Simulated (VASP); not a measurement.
**Cs: single point with r2SCAN**

The system is Cs.

```
Cs
1.0
    -3.13489    3.13489    3.13489
     3.13489   -3.13489    3.13489
     3.13489    3.13489   -3.13489
Cs
1
Direct
  0.00000 0.00000 0.00000
```

```json
{
  "Program": "VASP 6.6.1",
  "Task": "single point",
  "Functional": "r2SCAN",
  "Potentials or basis": "VASP PAW PBE potentials, release 64 (Cs_sv)",
  "Cutoff": "520 eV",
  "k mesh": "7 × 7 × 7",
  "Occupations": "fermi-dirac, width 0.2 eV",
  "Spin": "no spin polarisation"
}
```

- Pressure: 0.0 GPa
- Band gap on the k mesh: zero (an odd number of electrons rules out a gap without spin polarisation)

Levels at points of the mesh, in eV from the Fermi level:
```
           k point  band 2  band 3  band 4  band 5  band 6  band 7
(0.00, 0.00, 0.00)  -11.17  -11.17  -11.17   -1.67    2.81    2.81
```

Wall time 49 s on 1 thread of Intel(R) Xeon(R) 6975P-C (Granite Rapids), on a shared host, peak memory 0.26 GiB.

Caveat: the PAW data sets were made with another functional, which shifts forces and pressure a little; spin-orbit coupling is left out, which moves the levels of the heavy elements.
